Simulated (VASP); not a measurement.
Here is a VASP 6.6.1 calculation.

Contents of INCAR:

```
  ALGO = Normal
  EDIFF = 1E-6
  ENCUT = 520
  GGA = PS
  ISIF = 2
  ISMEAR = -1
  IVDW = 12
  LASPH = T
  LCHARG = F
  LREAL = F
  LWAVE = F
  NBANDS = 66
  NELM = 100
  PREC = Accurate
  SIGMA = 0.05
```

The input KPOINTS:

```
k-points
0
Gamma
  8 8 2
```

Contents of POSCAR:

```
ZnS
1.0
    3.7864153365      0.0000000000      0.0000000000
   -1.8932076683      3.2791318707      0.0000000000
    0.0000000000      0.0000000000     18.5645500459
Zn S
6 6
Direct
    0.3333333333      0.6666666667      0.8333300000
    0.6666666667      0.3333333333      0.3333300000
    0.6666666667      0.3333333333      0.6666700000
    0.3333333333      0.6666666667      0.1666700000
    0.0000000000      0.0000000000      0.5000000000
    0.0000000000      0.0000000000      0.0000000000
    0.3333333333      0.6666666667      0.9583300000
    0.6666666667      0.3333333333      0.4583300000
    0.6666666667      0.3333333333      0.7916700000
    0.3333333333      0.6666666667      0.2916700000
    0.0000000000      0.0000000000      0.6250000000
    0.0000000000      0.0000000000      0.1250000000
```

Potentials or basis: VASP PAW PBE potentials, release 64 (Zn, S).

Run with:

```console
$ cat potpaw_PBE.64/Zn/POTCAR potpaw_PBE.64/S/POTCAR > POTCAR
$ mpirun -np 1 vasp_std > vasp.out
```

(1) What does it give for the band gap on the k mesh?

(2) What does it give for the dispersion energy per atom?

(3) Estimate the pressure.

Answers

(1) 2.12 eV.

(2) -0.266 eV.

(3) -2.0 GPa.

Caveat: the PAW data sets were made with another functional, which shifts forces and pressure a little.
